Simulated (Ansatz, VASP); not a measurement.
**Two plane-wave programs on Ge**

```xyz
7
Lattice="2.8975 1.6729 6.2939 -2.8975 1.6729 6.2939 0.0000 -3.3457 6.2939" Properties=species:S:1:pos:R:3 pbc="T T T"
Ge   -1.5526   -0.8918   11.4970
Ge    0.0040    1.7905   11.4970
Ge    1.5486   -0.8987   11.4970
Ge    1.5526    0.8918    7.3847
Ge   -0.0040   -1.7905    7.3847
Ge   -1.5486    0.8987    7.3847
Ge    0.0000    0.0000    9.4408
```

Alike in both runs: functional PBE; k mesh 3 × 3 × 3; occupations gaussian, width 0.1 eV; no spin polarisation.

Ansatz relaxed the structure, and its values are those at the end. VASP's run is a single point on that final structure, the one shown.

|  | VASP | Ansatz |
| --- | --- | --- |
| version | VASP 6.6.1 | Ansatz 0.2.0 |
| potentials or method | VASP PAW PBE potentials, release 64 (Ge_d), cutoff 520 eV | scalar-relativistic, plane waves, PAW |
| valence electrons in the cell | 98 | 98 |

|  | VASP | Ansatz | Ansatz less VASP |
| --- | --- | --- | --- |
| gap on the k mesh at the Fermi level (eV) | 0.75 | 0.75 | +0.002 |
| least direct gap on the mesh (eV) | 0.95 | 0.95 | +0.002 |
| pressure (GPa) | 0.1 | 0.1 | +0.04 |
| rms of the force components (eV/Å) | 0.006 | 0.008 | +0.0019 |

With one functional, cell and mesh, what is left measures potentials, basis and numerics.

The k mesh is coarse, so the values compare programs but aren't converged.
